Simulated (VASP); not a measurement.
# CaO (P6_3/mmc) in VASP: further runs

Runs on CaO. Level: PBE. Tasks: single point.

Everything below comes from runs of VASP 6.6.1. Logs are shortened: lines on timing, memory, paths and dates and some standing lists are left out, and cuts for length are marked.

**1. The cell of the first run**

Symmetry: P6_3/mmc, No. 194, hexagonal system. The conventional cell has a = 3.278 Å, b = 3.278 Å, c = 5.748 Å, α = 90.00°, β = 90.00°, γ = 120.00°. Ca (site symmetry -3m) has 6 O at 2.38 Å and 2 Ca at 2.87 Å within 3.1 Å. Within 3.1 Å of O (site symmetry -6m2) lie 6 Ca at 2.38 Å.

**2. Single point, PBE (volume changed by -6%)**

Input file INCAR:

```
SYSTEM = CaO
PREC = Accurate
ENCUT = 520
EDIFF = 1E-7
ISMEAR = 0
SIGMA = 0.01
LREAL = .False.
LASPH = .True.
NELM = 80
ALGO = Normal
ISIF = 2
LWAVE = .False.
LCHARG = .True.
GGA = PE
LELF = .True.
LVHAR = .True.
NBANDS = 24
```

Input file KPOINTS:

```
regular mesh
0
Gamma
  9 9 4
  0 0 0
```

Input file POSCAR:

```
CaO
1.0
    3.2775180835      0.0000000000      0.0000000000
   -1.6387590417      2.8384139216      0.0000000000
    0.0000000000      0.0000000000      5.7475425552
Ca O
2 2
Direct
    0.0000000000      0.0000000000      0.0000000000
    0.0000000000      0.0000000000      0.5000000000
    0.3333333333      0.6666666667      0.2500000000
    0.6666666667      0.3333333333      0.7500000000
```

Potentials or basis: VASP PAW PBE potentials, release 64 (Ca_sv, O).

Launch:

```console
$ cat potpaw_PBE.64/Ca_sv/POTCAR potpaw_PBE.64/O/POTCAR > POTCAR
$ mpirun -np 1 vasp_std > vasp.out
```

OUTCAR:

```text
SYSTEM = CaO
   PREC = Accurate
   ENCUT = 520
   EDIFF = 1E-7
   ISMEAR = 0
   LREAL = .False.
   LASPH = .True.
   NELM = 80
   ISIF = 2
   GGA = PE

 ion  position               nearest neighbor table
   1  0.000  0.000  0.000-   3 2.38   4 2.38   3 2.38   4 2.38   4 2.38   3 2.38   2 2.87   2 2.87

   2  0.000  0.000  0.500-   3 2.38   4 2.38   3 2.38   4 2.38   4 2.38   3 2.38   1 2.87   1 2.87

   3  0.333  0.667  0.250-   1 2.38   2 2.38   1 2.38   2 2.38   1 2.38   2 2.38
   4  0.667  0.333  0.750-   1 2.38   2 2.38   1 2.38   2 2.38   1 2.38   2 2.38

  LATTYP: Found a hexagonal cell.
 ALAT       =     3.2775180835
 C/A-ratio  =     1.7536264969

  Lattice vectors:

 A1 = (   3.2775180835,   0.0000000000,   0.0000000000)
 A2 = (  -1.6387590417,   2.8384139216,   0.0000000000)
 A3 = (   0.0000000000,   0.0000000000,   5.7475425552)

Analysis of symmetry for initial positions (statically):
=====================================================================
 Subroutine PRICEL returns:
 Original cell was already a primitive cell.

 Routine SETGRP: Setting up the symmetry group for a
 hexagonal supercell.

 Subroutine GETGRP returns: Found 24 space group operations
 (whereof 12 operations were pure point group operations)
 out of a pool of 24 trial point group operations.

The static configuration has the point symmetry D_3d.
 The point group associated with its full space group is D_6h.

Analysis of symmetry for dynamics (positions and initial velocities):
=====================================================================
 Subroutine PRICEL returns:
 Original cell was already a primitive cell.

 Routine SETGRP: Setting up the symmetry group for a
 hexagonal supercell.

 Subroutine GETGRP returns: Found 24 space group operations
 (whereof 12 operations were pure point group operations)
 out of a pool of 24 trial point group operations.

The dynamic configuration has the point symmetry D_3d.
 The point group associated with its full space group is D_6h.

 Subroutine INISYM returns: Found 24 space group operations
 (whereof 12 operations are pure point group operations),
 and found     1 'primitive' translations

----------------------------------------------------------------------------------------

                                     Primitive cell

  volume of cell :      53.4691

  direct lattice vectors                    reciprocal lattice vectors
     3.277518083  0.000000000  0.000000000     0.305108919  0.176154717  0.000000000
    -1.638759042  2.838413922  0.000000000     0.000000000  0.352309433  0.000000000
     0.000000000  0.000000000  5.747542555     0.000000000  0.000000000  0.173987403

  length of vectors
     3.277518083  3.277518083  5.747542555     0.352309433  0.352309433  0.173987403

  position of ions in fractional coordinates (direct lattice)
     0.000000000  0.000000000  0.000000000
     0.000000000  0.000000000  0.500000000
     0.333333333  0.666666667  0.250000000
     0.666666667  0.333333333  0.750000000

  ion indices of the primitive-cell ions
   primitive index   ion index
                 1           1
                 2           2
                 3           3
                 4           4

----------------------------------------------------------------------------------------

 KPOINTS: regular mesh

Automatic generation of k-mesh.
 Grid dimensions read from file:
 generate k-points for:    9    9    4

 Generating k-lattice:

  Cartesian coordinates                     Fractional coordinates (reciprocal lattice)
     0.033900991  0.019572746  0.000000000     0.111111111  0.000000000  0.000000000
     0.000000000  0.039145493  0.000000000     0.000000000  0.111111111  0.000000000
     0.000000000  0.000000000  0.043496851     0.000000000  0.000000000  0.250000000

  Length of vectors
     0.039145493  0.039145493  0.043496851

  Shift w.r.t. Gamma in fractional coordinates (k-lattice)
     0.000000000  0.000000000  0.000000000

 Subroutine IBZKPT returns following result:
 ===========================================

 Found     36 irreducible k-points:

 Following reciprocal coordinates:
            Coordinates               Weight
  0.000000  0.000000  0.000000      1.000000
  0.111111 -0.000000  0.000000      6.000000
  0.222222  0.000000  0.000000      6.000000
  0.333333  0.000000  0.000000      6.000000
  0.444444  0.000000  0.000000      6.000000
  0.111111  0.111111  0.000000      6.000000
[... 16 lines left out ...]
  0.333333  0.222222  0.250000     24.000000
  0.333333  0.333333  0.250000      4.000000
 [... further k-points ...]
   k-points           NKPTS =     36   k-points in BZ     NKDIM =     36   number of bands    NBANDS=     24
   number of dos      NEDOS =    301   number of ions     NIONS =      4
   total plane-waves  NPLWV =  27648
   dimension x,y,z NGX =    24 NGY =   24 NGZ =   48
   dimension x,y,z NGXF=    48 NGYF=   48 NGZF=   96
   ions per type =               2   2
[... 63 lines left out ...]
 cond. band min:       6.5859931343   @ k =   0.0000   0.0000   0.0000
 fundamental gap:      3.8741257265
 Fermi energy:         2.8225138099

 k-point     1 :       0.0000    0.0000    0.0000
  band No.  band energies     occupation
      1     -35.2168      2.00000
      2     -35.0222      2.00000
      3     -17.4585      2.00000
      4     -15.9337      2.00000
      5     -15.9337      2.00000
      6     -15.7828      2.00000
[... 16 lines left out ...]
     23      10.8029      0.00000
     24      11.4325      0.00000

 k-point     2 :       0.1111   -0.0000    0.0000
  band No.  band energies     occupation
      1     -35.2044      2.00000
      2     -35.0119      2.00000
      3     -17.3977      2.00000
      4     -16.1069      2.00000
      5     -15.9535      2.00000
      6     -15.8602      2.00000
[... 16 lines left out ...]
     23      10.8762      0.00000
     24      11.7679      0.00000

 k-point     3 :       0.2222    0.0000    0.0000
  band No.  band energies     occupation
      1     -35.1729      2.00000
      2     -34.9858      2.00000
      3     -17.2386      2.00000
      4     -16.4756      2.00000
      5     -16.0513      2.00000
      6     -16.0033      2.00000
[... 16 lines left out ...]
     23      11.1784      0.00000
     24      11.5503      0.00000

 k-point     4 :       0.3333    0.0000    0.0000
  band No.  band energies     occupation
      1     -35.1367      2.00000
      2     -34.9558      2.00000
      3     -17.0801      2.00000
      4     -16.7818      2.00000
      5     -16.2608      2.00000
      6     -16.0592      2.00000
[... 16 lines left out ...]
     23      11.6974      0.00000
     24      11.9273      0.00000

 k-point     5 :       0.4444    0.0000    0.0000
  band No.  band energies     occupation
      1     -35.1129      2.00000
      2     -34.9361      2.00000
      3     -17.1293      2.00000
      4     -16.7881      2.00000
      5     -16.3936      2.00000
      6     -16.0952      2.00000
[... 16 lines left out ...]
     23      11.7815      0.00000
     24      12.1616      0.00000

 k-point     6 :       0.1111    0.1111    0.0000
  band No.  band energies     occupation
      1     -35.1824      2.00000
      2     -34.9937      2.00000
      3     -17.2865      2.00000
      4     -16.3629      2.00000
      5     -16.0017      2.00000
      6     -15.9870      2.00000
[... 16 lines left out ...]
     23      11.0172      0.00000
     24      11.5364      0.00000
[... 379 lines left out ...]
 k-point    21 :       0.4444    0.1111    0.2500
  band No.  band energies     occupation
      1     -35.0814      2.00000
      2     -34.9572      2.00000
      3     -16.9938      2.00000
      4     -16.6237      2.00000
      5     -16.5080      2.00000
      6     -16.1646      2.00000
[... 16 lines left out ...]
     23      11.6979      0.00000
     24      12.2267      0.00000

 k-point    22 :       0.2222    0.2222    0.2500
  band No.  band energies     occupation
      1     -35.0952      2.00000
      2     -34.9692      2.00000
      3     -16.7946      2.00000
      4     -16.7780      2.00000
      5     -16.3519      2.00000
      6     -16.2023      2.00000
[... 16 lines left out ...]
     23      11.2778      0.00000
     24      12.1105      0.00000

 k-point    23 :       0.3333    0.2222    0.2500
  band No.  band energies     occupation
      1     -35.0774      2.00000
      2     -34.9537      2.00000
      3     -16.8491      2.00000
      4     -16.6501      2.00000
      5     -16.4639      2.00000
      6     -16.3083      2.00000
[... 16 lines left out ...]
     23      11.4982      0.00000
     24      12.2013      0.00000

 k-point    24 :       0.3333    0.3333    0.2500
  band No.  band energies     occupation
      1     -35.0712      2.00000
      2     -34.9483      2.00000
      3     -16.6682      2.00000
      4     -16.6682      2.00000
      5     -16.6146      2.00000
      6     -16.2680      2.00000
[... 16 lines left out ...]
     23      11.3337      0.00000
     24      12.0017      0.00000

 [... further k-points ...]
[... 5 lines left out ...]
  --------------------------------------------------------------------------------------
  -------------------------------------------------------------------------------------
  Total        2.5405733      2.5405733      2.8247001      0.0000000     -0.0000000     -0.0000000
  in kB       76.1271004     76.1271004     84.6408289      0.0000000     -0.0000000     -0.0000000
  external PRESSURE =      78.9650099 kB  Pullay stress =       0.0000000 kB

 VOLUME and BASIS-vectors are now :
 -----------------------------------------------------------------------------
  energy-cutoff  :      520.00
  volume of cell :       53.47
      direct lattice vectors                 reciprocal lattice vectors
     3.277518083  0.000000000  0.000000000     0.305108919  0.176154717  0.000000000
    -1.638759042  2.838413922  0.000000000     0.000000000  0.352309433  0.000000000
     0.000000000  0.000000000  5.747542555     0.000000000  0.000000000  0.173987403

 POSITION                                       TOTAL-FORCE (eV/Angst)
 -----------------------------------------------------------------------------------
      0.00000      0.00000      0.00000        -0.000000     -0.000000      0.000000
      0.00000      0.00000      2.87377        -0.000000     -0.000000      0.000000
     -0.00000      1.89228      1.43689         0.000000     -0.000000     -0.000000
      1.63876      0.94614      4.31066        -0.000000      0.000000      0.000000
 -----------------------------------------------------------------------------------
    total drift:                               -0.000000      0.000000      0.000000

  FREE ENERGIE OF THE ION-ELECTRON SYSTEM (eV)
  ---------------------------------------------------
  free  energy   TOTEN  =       -24.8772381694 eV

  energy  without entropy=      -24.8772381694  energy(sigma->0) =      -24.87723817
```

It took 42 s on 1 thread of Intel Xeon 6975P-C, shared host; peak memory 0.19 GiB.

Results:

* Free energy: -24.8772 eV
* Pressure: 7.9 GPa
* Band gap on the k mesh: 3.87 eV, direct

Stress tensor (GPa, compression positive):
```
7.61 0.00 0.00
0.00 7.61 0.00
0.00 0.00 8.46
```

Caveat: the cell differs from its parent crystal (volume changed by -6%). A k mesh can miss the band edges.

**3. Single point, PBE (volume changed by -3%)**

Input file INCAR:

```
SYSTEM = CaO
PREC = Accurate
ENCUT = 520
EDIFF = 1E-7
ISMEAR = 0
SIGMA = 0.01
LREAL = .False.
LASPH = .True.
NELM = 60
ALGO = Normal
ISIF = 2
LWAVE = .False.
LCHARG = .False.
GGA = PE
NBANDS = 24
```

KPOINTS is that of step 2.

Input file POSCAR:

```
CaO
1.0
    3.3120208093      0.0000000000      0.0000000000
   -1.6560104047      2.8682941587      0.0000000000
    0.0000000000      0.0000000000      5.8080474495
Ca O
2 2
Direct
    0.0000000000      0.0000000000      0.0000000000
    0.0000000000      0.0000000000      0.5000000000
    0.3333333333      0.6666666667      0.2500000000
    0.6666666667      0.3333333333      0.7500000000
```

Potentials or basis: VASP PAW PBE potentials, release 64 (Ca_sv, O).

Launch:

```console
$ cat potpaw_PBE.64/Ca_sv/POTCAR potpaw_PBE.64/O/POTCAR > POTCAR
$ mpirun -np 1 vasp_std > vasp.out
```

It took 69 s on 1 thread of Intel Xeon 6975P-C, shared host; peak memory 0.2 GiB.

It converged, with:

| Property | Result |
| --- | --- |
| Free energy | -24.9415 eV |
| Pressure | 3.9 GPa |
| Band gap on the k mesh | 3.83 eV, direct |

Stress tensor (GPa, compression positive):
```
3.77 0.00 0.00
0.00 3.77 0.00
0.00 0.00 4.24
```

Levels at points of the mesh, in eV from the valence-band top:
```csv
k point,band 12,band 13,band 14,band 15,band 16,band 17,band 18,band 19,band 20,band 21
"(0.00, 0.00, 0.00)",-1.09,-1.09,-0.25,0.00,0.00,3.83,4.97,6.40,6.40,6.66
"(0.00, 0.00, 0.50)",-1.69,-0.59,-0.59,-0.59,-0.59,5.87,5.87,6.80,6.80,6.98
```

Caveat: the cell differs from its parent crystal (volume changed by -3%).

**4. Single point, PBE**

This run uses another cell than the first one, of 14.22 Å³/atom, 1.064 times its volume.

Input file INCAR:

```
SYSTEM = CaO
PREC = Accurate ; ENCUT = 520
EDIFF = 1E-7 ; ISMEAR = 0
SIGMA = 0.01 ; LREAL = .FALSE.
LASPH = .TRUE. ; NELM = 100
ALGO = Normal ; ISIF = 2
LWAVE = .FALSE. ; LCHARG = .FALSE.
GGA = PE ; NBANDS = 24
```

Input file KPOINTS:

```
Automatic mesh
0
G
  9 9 4
  0 0 0
```

Input file POSCAR:

```
CaO
1.0
    3.3458192744      0.0000000000      0.0000000000
   -1.6729096372      2.8975644881      0.0000000000
    0.0000000000      0.0000000000      5.8673173334
Ca O
2 2
Direct
    0.0000000000      0.0000000000      0.0000000000
    0.0000000000      0.0000000000      0.5000000000
    0.3333333333      0.6666666667      0.2500000000
    0.6666666667      0.3333333333      0.7500000000
```

Launch:

```console
$ cat potpaw_PBE.64/Ca_sv/POTCAR potpaw_PBE.64/O/POTCAR > POTCAR
$ mpirun -np 1 vasp_std > vasp.out
```

It took 63 s on 1 thread of Intel Xeon 6975P-C, shared host; peak memory 0.2 GiB.

It converged, with:

* Free energy: -24.9666 eV
* Pressure: 0.6 GPa
* Band gap on the k mesh: 3.78 eV, direct

Stress tensor (GPa, compression positive):
```
0.50 0.00 0.00
0.00 0.50 0.00
0.00 0.00 0.64
```

Levels at points of the mesh, in eV from the valence-band top:
```tsv
k point	band 12	band 13	band 14	band 15	band 16	band 17	band 18	band 19	band 20	band 21
(0.00, 0.00, 0.00)	-1.04	-1.04	-0.25	0.00	0.00	3.78	4.76	6.32	6.32	6.56
(0.00, 0.00, 0.50)	-1.66	-0.56	-0.56	-0.56	-0.56	5.77	5.77	6.55	6.55	6.87
```

**5. Single point, PBE (volume changed by +3%)**

Input file INCAR:

```
SYSTEM = CaO
PREC = Accurate
ENCUT = 520
EDIFF = 1E-7
ISMEAR = 0
SIGMA = 0.01
LREAL = .False.
LASPH = .True.
NELM = 100
ALGO = Normal
ISIF = 2
LWAVE = .False.
LCHARG = .False.
GGA = PE
NBANDS = 24
```

Input file KPOINTS:

```
Automatic mesh
0
Gamma
  9 9 4
  0 0 0
```

Input file POSCAR:

```
CaO
1.0
    3.3789483524      0.0000000000      0.0000000000
   -1.6894741762      2.9262551113      0.0000000000
    0.0000000000      0.0000000000      5.9254133625
Ca O
2 2
Direct
    0.0000000000      0.0000000000      0.0000000000
    0.0000000000      0.0000000000      0.5000000000
    0.3333333333      0.6666666667      0.2500000000
    0.6666666667      0.3333333333      0.7500000000
```

Launch:

```console
$ cat potpaw_PBE.64/Ca_sv/POTCAR potpaw_PBE.64/O/POTCAR > POTCAR
$ mpirun -np 1 vasp_std > vasp.out
```

Run time: 65 s. Hardware: 1 thread of Intel Xeon 6975P-C, shared host; peak memory 0.21 GiB.

It converged, with:

```yaml
Free_energy: -24.9584 eV
Pressure: -2.3 GPa
Band_gap_on_the_k_mesh: 3.72 eV, direct
```

Stress tensor (GPa, compression positive):
```
-2.29  0.00  0.00
 0.00 -2.29  0.00
 0.00  0.00 -2.43
```

Levels at points of the mesh, in eV from the valence-band top:
```tsv
k point	band 14	band 15	band 16	band 17	band 18	band 19
(0.00, 0.00, 0.00)	-0.25	0.00	0.00	3.72	4.57	6.23
(0.00, 0.00, 0.50)	-0.53	-0.53	-0.53	5.67	5.67	6.31
```

Caveat: the cell differs from its parent crystal (volume changed by +3%). A k mesh can miss the band edges.

**6. Single point, PBE (volume changed by +6%)**

Input file INCAR:

```
SYSTEM = CaO
ALGO     = Normal         ! electronic algorithm
EDIFF    = 1E-6           ! SCF threshold, eV
ENCUT    = 520            ! plane-wave cutoff, eV
GGA      = PE             ! functional
ISIF     = 2              ! what is computed and relaxed
ISMEAR   = 0              ! smearing method
LASPH    = .True.         ! aspherical terms in the spheres
LCHARG   = .False.        ! write CHGCAR
LREAL    = .False.        ! projectors in reciprocal space
LWAVE    = .False.        ! write WAVECAR
NBANDS   = 24             ! bands
NELM     = 100            ! most SCF steps
PREC     = Accurate       ! precision mode
SIGMA    = 0.01           ! smearing width, eV
```

Input file KPOINTS:

```
k-points
0
Gamma
  9 9 4
  0 0 0
```

Input file POSCAR:

```
CaO
1.0
    3.4114402337      0.0000000000      0.0000000000
   -1.7057201168      2.9543939058      0.0000000000
    0.0000000000      0.0000000000      5.9823919863
Ca O
2 2
Direct
    0.0000000000      0.0000000000      0.0000000000
    0.0000000000      0.0000000000      0.5000000000
    0.3333333333      0.6666666667      0.2500000000
    0.6666666667      0.3333333333      0.7500000000
```

Potentials or basis: VASP PAW PBE potentials, release 64 (Ca_sv, O).

Launch:

```console
$ cat potpaw_PBE.64/Ca_sv/POTCAR potpaw_PBE.64/O/POTCAR > POTCAR
$ mpirun -np 1 vasp_std > vasp.out
```

Run time: 60 s. Hardware: 1 thread of Intel Xeon 6975P-C, shared host; peak memory 0.2 GiB.

Results (log left out):

```
Free energy            : -24.9218 eV
Pressure               : -4.8 GPa
Band gap on the k mesh : 3.64 eV, direct
```

Stress tensor (GPa, compression positive):
```
-4.64  0.00  0.00
 0.00 -4.64  0.00
 0.00  0.00 -5.03
```

Levels at points of the mesh, in eV from the valence-band top:
| k point | band 14 | band 15 | band 16 | band 17 | band 18 | band 19 |
| --- | --- | --- | --- | --- | --- | --- |
| (0.00, 0.00, 0.00) | -0.25 | 0.00 | 0.00 | 3.64 | 4.41 | 6.15 |
| (0.00, 0.00, 0.50) | -0.51 | -0.51 | -0.51 | 5.56 | 5.56 | 6.09 |

Caveat: the cell differs from its parent crystal (volume changed by +6%). A k mesh can miss the band edges.

**7. The runs side by side**

```csv
cell,gap on the mesh (eV),pressure (GPa)
"a = 3.278, b = 3.278, c = 5.748 Å, angles 90.0, 90.0, 120.0°, 4 atoms",3.87,7.9
"a = 3.312, b = 3.312, c = 5.808 Å, angles 90.0, 90.0, 120.0°, 4 atoms",3.83,3.9
"a = 3.346, b = 3.346, c = 5.867 Å, angles 90.0, 90.0, 120.0°, 4 atoms",3.78,0.6
"a = 3.379, b = 3.379, c = 5.925 Å, angles 90.0, 90.0, 120.0°, 4 atoms",3.72,-2.3
"a = 3.411, b = 3.411, c = 5.982 Å, angles 90.0, 90.0, 120.0°, 4 atoms",3.64,-4.8
```

Alike in all rows: task single point; level PBE; potentials or basis VASP PAW PBE potentials, release 64 (Ca_sv, O); no spin polarisation; k mesh 9 × 9 × 4; cutoff (eV) 520; smearing gaussian 0.01 eV.

Absolute energies hang on the potentials; compare differences alone.
